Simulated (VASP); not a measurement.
LaPt2: single point with LDA

Crystal: LaPt2.

```
CELL_PARAMETERS angstrom
0.00000 3.88700 3.88700
3.88700 0.00000 3.88700
3.88700 3.88700 0.00000
ATOMIC_POSITIONS crystal
La 0.50000 0.50000 0.50000
La 0.75000 0.75000 0.75000
Pt 0.12500 0.12500 0.12500
Pt 0.62500 0.12500 0.12500
Pt 0.12500 0.62500 0.12500
Pt 0.12500 0.12500 0.62500
```

```
Program                : VASP 6.6.1
Task                   : single point
Functional             : LDA
Potentials or basis    : VASP PAW LDA potentials, release 64 (La, Pt)
Cutoff                 : 500 eV
k mesh                 : 6 × 6 × 6
Occupations            : methfessel-paxton, width 0.1 eV
Spin                   : no spin polarisation
Dipole correction      : no
Further INCAR settings : ALGO = Normal; EDIFF = 1e-06; NBANDS = 40
```

| Property | Result |
| --- | --- |
| Pressure | -5.0 GPa |
| Band gap on the k mesh | zero (bands 31 and 32 overlap by 0.50 eV) |

Levels at points of the mesh, in eV from the Fermi level:
```csv
k point,band 27,band 28,band 29,band 30,band 31,band 32,band 33,band 34,band 35,band 36
"(0.00, 0.00, 0.00)",-1.59,-1.59,0.01,0.01,0.01,0.09,0.09,0.09,0.13,1.59
"(0.50, 0.00, 0.00)",-2.27,-1.81,-1.81,-0.05,-0.05,0.09,0.21,1.51,1.51,1.54
"(0.50, 0.50, 0.00)",-2.07,-2.07,-2.00,-2.00,0.06,0.06,1.03,1.03,1.45,1.45
```

Run time: 70 s on 1 thread of Intel(R) Xeon(R) Platinum 8375C CPU @ 2.90GHz (Ice Lake) (shared host), peak memory 0.24 GiB.

Caveat: the cell stands under tension; spin-orbit coupling is left out, which moves the levels of the heavy elements.
